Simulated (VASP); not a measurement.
# Sb (I4/mcm) in VASP: a series of runs, part 2 of 2

VASP 6.6.1.

## 3. Single point, PBEsol

File INCAR:

```
PREC = Accurate ; ENCUT = 520
EDIFF = 1E-6 ; ISMEAR = -1
SIGMA = 0.05 ; LREAL = False
LASPH = True ; NELM = 100
ALGO = Normal ; ISIF = 2
LWAVE = False ; LCHARG = False
GGA = PS ; NBANDS = 18
```

File KPOINTS:

```
Automatic mesh
0
Gamma
  7 7 7
```

File POSCAR:

```
Sb
1.0
   -3.9885581011      3.9885581011      2.0320359770
    3.9885581011     -3.9885581011      2.0320359770
    3.9885581011      3.9885581011     -2.0320359770
Sb
4
Direct
    0.6510148784      0.1510148784      0.8020297569
    0.1510148784      0.3489851216      0.5000000000
    0.3489851216      0.8489851216      0.1979702431
    0.8489851216      0.6510148784      0.5000000000
```

Potentials or basis: VASP PAW PBE potentials, release 64 (Sb).

On the command line:

```console
cat potpaw_PBE.64/Sb/POTCAR > POTCAR
mpirun -np 1 vasp_std > vasp.out
```

OUTCAR:

```text
PREC = Accurate
   ENCUT = 520
   EDIFF = 1E-6
   ISMEAR = -1
   LREAL = False
   LASPH = True
   NELM = 100
   ISIF = 2
   GGA = PS

 ion  position               nearest neighbor table
   1  0.651  0.151  0.802-   3 3.02   3 3.02   2 3.15   4 3.15   2 3.15   4 3.15   3 3.41
   2  0.151  0.349  0.500-   4 3.02   4 3.02   1 3.15   3 3.15   1 3.15   3 3.15   4 3.41
   3  0.349  0.849  0.198-   1 3.02   1 3.02   2 3.15   4 3.15   4 3.15   2 3.15   1 3.41
   4  0.849  0.651  0.500-   2 3.02   2 3.02   1 3.15   3 3.15   3 3.15   1 3.15   2 3.41

  LATTYP: Found a body centered tetragonal cell.
[... 699 lines left out ...]

 [... further k-points ...]
[... 5 lines left out ...]
  --------------------------------------------------------------------------------------
  -------------------------------------------------------------------------------------
  Total        0.0481928      0.0481928      0.0830861      0.0000000      0.0000000      0.0000000
  in kB        0.5971309      0.5971309      1.0294748      0.0000000      0.0000000      0.0000000
  external PRESSURE =       0.7412456 kB  Pullay stress =       0.0000000 kB

 VOLUME and BASIS-vectors are now :
 -----------------------------------------------------------------------------
  energy-cutoff  :      520.00
  volume of cell :      129.31
      direct lattice vectors                 reciprocal lattice vectors
    -3.988558101  3.988558101  2.032035977     0.000000000  0.125358585  0.246058636
     3.988558101 -3.988558101  2.032035977     0.125358585  0.000000000  0.246058636
     3.988558101  3.988558101 -2.032035977     0.125358585  0.125358585  0.000000000

 POSITION                                       TOTAL-FORCE (eV/Angst)
 -----------------------------------------------------------------------------------
      1.20466      5.19322     -0.00000        -0.007243     -0.007243     -0.000000
      2.78389      1.20466      0.00000         0.007243     -0.007243      0.000000
      2.78389     -1.20466      2.03204         0.007243      0.007243      0.000000
      1.20466      2.78389      2.03204        -0.007243      0.007243      0.000000
 -----------------------------------------------------------------------------------
    total drift:                               -0.000000      0.000000      0.000000

  FREE ENERGIE OF THE ION-ELECTRON SYSTEM (eV)
  ---------------------------------------------------
  free  energy   TOTEN  =       -17.1827599611 eV

  energy  without entropy=      -17.1609043115  energy(sigma->0) =      -17.17183214
```

stdout:

```text
POSCAR found type information on POSCAR Sb
 POSCAR found :  1 types and       4 ions
 scaLAPACK will be used
 -----------------------------------------------------------------------------
|                                                                             |
|                                                                             |
|     You enforced a specific xc type in the INCAR file but a different       |
|     I HOPE YOU KNOW WHAT YOU ARE DOING!                                     |
|                                                                             |
 -----------------------------------------------------------------------------

 LDA part: xc-table for (Slater+PW92), standard interpolation
 POSCAR, INCAR and KPOINTS ok, starting setup
 FFT: planning ... GRIDC
 FFT: planning ... GRID_SOFT
 FFT: planning ... GRID
 WAVECAR not read
 entering main loop
```

Wall time 3.4 min (1 thread of Intel Xeon 8259CL, shared host); peak memory 0.33 GiB.

Results:

| Item | Value |
| --- | --- |
| Free energy | -17.1828 eV |
| Pressure | 0.1 GPa |
| Largest force | 0.010 eV/Å |
| Band gap on the k mesh | zero (bands 10 and 11 overlap by 1.60 eV) |

Forces in eV/Å, atoms in the order of the input:
```
Sb  -0.007 -0.007  0.000
Sb   0.007 -0.007  0.000
Sb   0.007  0.007  0.000
Sb  -0.007  0.007  0.000
```

Levels at points of the mesh, in eV from the Fermi level:
```tsv
k point	band 6	band 7	band 8	band 9	band 10	band 11	band 12	band 13	band 14	band 15
(0.00, 0.00, 0.00)	-1.52	-1.16	-1.12	-1.12	-1.02	-1.02	-0.51	2.59	2.59	3.29
```

Caveat: the PAW data sets were made with another functional, which shifts forces and pressure a little; spin-orbit coupling is left out, which moves the levels of the heavy elements.

## 4. Single point, PBEsol

File INCAR:

```
SYSTEM = Sb
PREC     = Accurate       ! precision mode
ENCUT    = 520            ! plane-wave cutoff, eV
EDIFF    = 1E-7           ! SCF threshold, eV
ISMEAR   = -1             ! smearing method
SIGMA    = 0.05           ! smearing width, eV
LREAL    = .False.        ! projectors in reciprocal space
LASPH    = .True.         ! aspherical terms in the spheres
NELM     = 60             ! most SCF steps
ALGO     = Normal         ! electronic algorithm
ISIF     = 2              ! what is computed and relaxed
LWAVE    = .False.        ! write WAVECAR
LCHARG   = .False.        ! write CHGCAR
GGA      = PS             ! functional
NBANDS   = 18             ! bands
```

File KPOINTS:

```
Automatic mesh
0
Gamma
  7 7 7
  0 0 0
```

File POSCAR:

```
Sb
1.0
   -3.9895406397      3.9895406397      2.0306653104
    3.9895406397     -3.9895406397      2.0306653104
    3.9895406397      3.9895406397     -2.0306653104
Sb
4
Direct
    0.6510302206      0.1510302206      0.8020604411
    0.1510302206      0.3489697794      0.5000000000
    0.3489697794      0.8489697794      0.1979395589
    0.8489697794      0.6510302206      0.5000000000
```

On the command line:

```console
cat potpaw_PBE.64/Sb/POTCAR > POTCAR
mpirun -np 1 vasp_std > vasp.out
```

Run time: 3.8 min. Hardware: 1 thread of Intel Xeon 8259CL, shared host; peak memory 0.33 GiB.

Results (log left out):

| Item | Value |
| --- | --- |
| Free energy | -17.1827 eV |
| Pressure | 0.1 GPa |
| Largest force | 0.011 eV/Å |
| Band gap on the k mesh | zero (bands 10 and 11 overlap by 1.60 eV) |

Forces in eV/Å, atoms in the order of the input:
```
Sb  -0.008 -0.008  0.000
Sb   0.008 -0.008  0.000
Sb   0.008  0.008  0.000
Sb  -0.008  0.008  0.000
```

Stress tensor (GPa, compression positive):
```
0.07 0.00 0.00
0.00 0.07 0.00
0.00 0.00 0.15
```

Levels at points of the mesh, in eV from the Fermi level:
| k point | band 6 | band 7 | band 8 | band 9 | band 10 | band 11 | band 12 | band 13 | band 14 | band 15 |
| --- | --- | --- | --- | --- | --- | --- | --- | --- | --- | --- |
| (0.00, 0.00, 0.00) | -1.53 | -1.16 | -1.12 | -1.12 | -1.01 | -1.01 | -0.50 | 2.59 | 2.59 | 3.28 |

Caveat: the PAW data sets were made with another functional, which shifts forces and pressure a little; spin-orbit coupling is left out, which moves the levels of the heavy elements.

## 5. Single point, PBEsol

File INCAR:

```
SYSTEM = Sb
PREC = Accurate
ENCUT = 520
EDIFF = 1E-6
ISMEAR = -1
SIGMA = 0.05
LREAL = .False.
LASPH = .True.
NELM = 80
ALGO = Normal
ISIF = 2
LWAVE = .False.
LCHARG = .False.
GGA = PS
NBANDS = 18
```

File KPOINTS:

```
regular mesh
0
Gamma
  7 7 7
  0 0 0
```

File POSCAR:

```
Sb
1.0
   -3.9892987036      3.9892987036      2.0320313678
    3.9892987036     -3.9892987036      2.0320313678
    3.9892987036      3.9892987036     -2.0320313678
Sb
4
Direct
    0.6510516216      0.1510516216      0.8021032433
    0.1510516216      0.3489483784      0.5000000000
    0.3489483784      0.8489483784      0.1978967567
    0.8489483784      0.6510516216      0.5000000000
```

On the command line:

```console
cat potpaw_PBE.64/Sb/POTCAR > POTCAR
mpirun -np 1 vasp_std > vasp.out
```

Run time: 3.5 min. Hardware: 1 thread of Intel Xeon 8259CL, shared host; peak memory 0.33 GiB.

It converged, with:

* Free energy: -17.1828 eV
* Pressure: 0.1 GPa
* Largest force: 0.013 eV/Å
* Band gap on the k mesh: zero (bands 10 and 11 overlap by 1.60 eV)

Forces on the atoms (eV/Å):
```
Sb  -0.009 -0.009  0.000
Sb   0.009 -0.009  0.000
Sb   0.009  0.009  0.000
Sb  -0.009  0.009  0.000
```

Levels at points of the mesh, in eV from the Fermi level:
| k point | band 7 | band 8 | band 9 | band 10 | band 11 | band 12 | band 13 | band 14 |
| --- | --- | --- | --- | --- | --- | --- | --- | --- |
| (0.00, 0.00, 0.00) | -1.16 | -1.12 | -1.12 | -1.02 | -1.02 | -0.51 | 2.59 | 2.59 |

Caveat: the PAW data sets were made with another functional, which shifts forces and pressure a little; spin-orbit coupling is left out, which moves the levels of the heavy elements.

## 6. Single point, PBEsol

This run uses another cell than the first one, of 32.43 Å³/atom.

Edit INCAR of step 5 so:

```diff
@@ -8,3 +8,3 @@
 LASPH = .True.
-NELM = 80
+NELM = 60
 ALGO = Normal
```

KPOINTS is that of step 5.

File POSCAR:

```
Sb
1.0
   -3.9965580513      3.9965580513      2.0305366903
    3.9965580513     -3.9965580513      2.0305366903
    3.9965580513      3.9965580513     -2.0305366903
Sb
4
Direct
    0.6511509871      0.1511509871      0.8023019743
    0.1511509871      0.3488490129      0.5000000000
    0.3488490129      0.8488490129      0.1976980257
    0.8488490129      0.6511509871      0.5000000000
```

Potentials or basis: VASP PAW PBE potentials, release 64 (Sb).

On the command line:

```console
cat potpaw_PBE.64/Sb/POTCAR > POTCAR
mpirun -np 1 vasp_std > vasp.out
```

Run time: 3.2 min. Hardware: 1 thread of Intel Xeon 8259CL, shared host; peak memory 0.33 GiB.

The run converged. Its results:

```yaml
Free_energy: -17.1826 eV
Pressure: -0.1 GPa
Largest_force: 0.025 eV/Å
Band_gap_on_the_k_mesh: zero (bands 10 and 11 overlap by 1.59 eV)
```

Forces in eV/Å, atoms in the order of the input:
```
Sb  -0.017 -0.017  0.000
Sb   0.017 -0.017  0.000
Sb   0.017  0.017  0.000
Sb  -0.017  0.017  0.000
```

Stress tensor (GPa, compression positive):
```
-0.11  0.00  0.00
 0.00 -0.11  0.00
 0.00  0.00 -0.02
```

Levels at points of the mesh, in eV from the Fermi level:
```tsv
k point	band 8	band 9	band 10	band 11	band 12	band 13
(0.00, 0.00, 0.00)	-1.12	-1.12	-1.00	-1.00	-0.48	2.59
```

Caveat: the PAW data sets were made with another functional, which shifts forces and pressure a little; spin-orbit coupling is left out, which moves the levels of the heavy elements.

## 7. Summary

| cell | gap on the mesh (eV) | pressure (GPa) | largest force (eV/Å) |
| --- | --- | --- | --- |
| a = 5.995 Å, angles 96.6, 96.6, 140.4°, 4 atoms | none | 0.1 | 0.01 |
| a = 5.996 Å, angles 96.6, 96.6, 140.4°, 4 atoms | none | 0.1 | 0.01 |
| a = 5.997 Å, angles 96.6, 96.6, 140.4°, 4 atoms | none | 0.1 | 0.01 |
| a = 6.006 Å, angles 96.6, 96.6, 140.5°, 4 atoms | none | -0.1 | 0.02 |

Alike in all rows: task single point; level PBEsol; potentials or basis VASP PAW PBE potentials, release 64 (Sb); no spin polarisation; k mesh 7 × 7 × 7; cutoff (eV) 520; smearing fermi-dirac 0.05 eV.

Caveats: the PAW data sets were made with another functional, which shifts forces and pressure a little; spin-orbit coupling is left out, which moves the levels of the heavy elements.

Absolute energies hang on the potentials; compare differences alone.
